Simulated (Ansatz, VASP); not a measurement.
**One calculation of BaTiO3, two programs**

POSCAR

```
BaTiO3
1.0
    3.9723167996      0.0000000000      0.0000000000
    0.0000000000      3.9723167996      0.0000000000
    0.0000000000      0.0000000000      4.1123825565
Ba Ti O
1 1 3
Direct
    0.0000000000      0.0000000000      0.9926109048
    0.5000000000      0.5000000000      0.4745255192
    0.5000000000      0.5000000000      0.0498113067
    0.5000000000      0.0000000000      0.5146449361
    0.0000000000      0.5000000000      0.5146449361
```

Contents of INCAR.step1:

```
PREC = Accurate
ENCUT = 520
ISMEAR = 0
SIGMA = 0.05
LREAL = F
LASPH = T
NELM = 80
NBANDS = 28
GGA = PE
ALGO = Normal
EDIFF = 1E-4
LWAVE = T
LCHARG = F
```

File INCAR.step2:

```
PREC = Accurate
ENCUT = 520
EDIFF = 1E-6
ISMEAR = 0
SIGMA = 0.05
LREAL = F
LASPH = T
NELM = 80
ALGO = Normal
ISIF = 2
LWAVE = F
LCHARG = F
METAGGA = R2SCAN
LMIXTAU = T
NBANDS = 28
ISTART = 1
```

Contents of KPOINTS:

```
Automatic mesh
0
Gamma
  8 8 8
```

Input for Ansatz:

```yaml
crystal:
  lattice:
    - [3.9723167996, 0.0, 0.0]
    - [0.0, 3.9723167996, 0.0]
    - [0.0, 0.0, 4.1123825565]
  atoms:
    - { symbol: Ba, position: [0.0, 0.0, 0.9926109048] }
    - { symbol: Ti, position: [0.5, 0.5, 0.4745255192] }
    - { symbol: O, position: [0.5, 0.5, 0.0498113067] }
    - { symbol: O, position: [0.5, 0.0, 0.5146449361] }
    - { symbol: O, position: [0.0, 0.5, 0.5146449361] }
basis:
  ecutwfc: 500
kpoints:
  mp_grid: { grid: [8, 8, 8] }
hamiltonian:
  xc: r2scan
scf:
  occupations: { method: gaussian, width: 0.05 }
output:
  forces: true
  stress: true
  eigenvalues: true
```

Alike in both runs: task single point; functional r2SCAN; k mesh 8 × 8 × 8; occupations gaussian, width 0.05 eV; no spin polarisation.

|  | VASP | Ansatz |
| --- | --- | --- |
| version | VASP 6.6.1 | Ansatz 0.2.0 |
| potentials or method | VASP PAW PBE potentials, release 64 (Ba_sv, Ti_sv, O), cutoff 520 eV | scalar-relativistic, plane waves, PAW |
| valence electrons in the cell | 40 | 40 |

```tsv
	VASP	Ansatz	Ansatz less VASP
gap on the k mesh at the Fermi level (eV)	2.28	2.31	+0.022
least direct gap on the mesh (eV)	2.83	2.83	-0.003
pressure (GPa)	4.7	2.7	-1.97
traceless stress, the component that is largest in VASP (GPa)	3.82	3.49	-0.335
rms of the force components (eV/Å)	0.515	0.431	-0.0843
```

VASP's potentials were made for PBE, not for r2SCAN. Atom by atom the forces differ by 0.091 eV/Å (rms over components). The functional is the same, so the differences come from potentials, cutoffs and numerics.

Neither program's run includes spin-orbit coupling.
